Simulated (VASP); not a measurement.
Here is a VASP 6.6.1 calculation.

INCAR

```
SYSTEM = MgS
ALGO = Normal
EDIFF = 1E-6
ENCUT = 520
GGA = PS
ISIF = 2
ISMEAR = 0
LASPH = .True.
LCHARG = .False.
LREAL = .False.
LWAVE = .False.
NBANDS = 11
NELM = 100
PREC = Accurate
SIGMA = 0.05
```

File KPOINTS:

```
k-points
0
Gamma
  8 8 8
  0 0 0
```

Contents of POSCAR:

```
MgS
1.0
    0.0000000000      2.6016500000      2.6016500000
    2.6016500000      0.0000000000      2.6016500000
    2.6016500000      2.6016500000      0.0000000000
Mg S
1 1
Direct
    0.0000000000      0.0000000000      0.0033973958
    0.5000000000      0.5000000000      0.5000000000
```

Potentials or basis: VASP PAW PBE potentials, release 64 (Mg, S).

Command:

```bash
$ cat potpaw_PBE.64/Mg/POTCAR potpaw_PBE.64/S/POTCAR > POTCAR
$ mpirun -np 1 vasp_std > vasp.out
```

Q: Estimate the band gap on the k mesh.

A: 2.70 eV (least direct gap 3.59 eV).

Q: Predict the largest force.

A: 0.035 eV/Å.

Q: What does it give for the pressure?

A: -1.1 GPa.

Forces on the atoms (eV/Å):
```
Mg  -0.025 -0.025  0.000
S    0.025  0.025  0.000
```

Caveat: the cell differs from its parent crystal (all Mg atoms moved +0.013 Å, as atom 1 along Cartesian [1 1 0]); the PAW data sets were made with another functional, which shifts forces and pressure a little. A k mesh can miss the band edges.
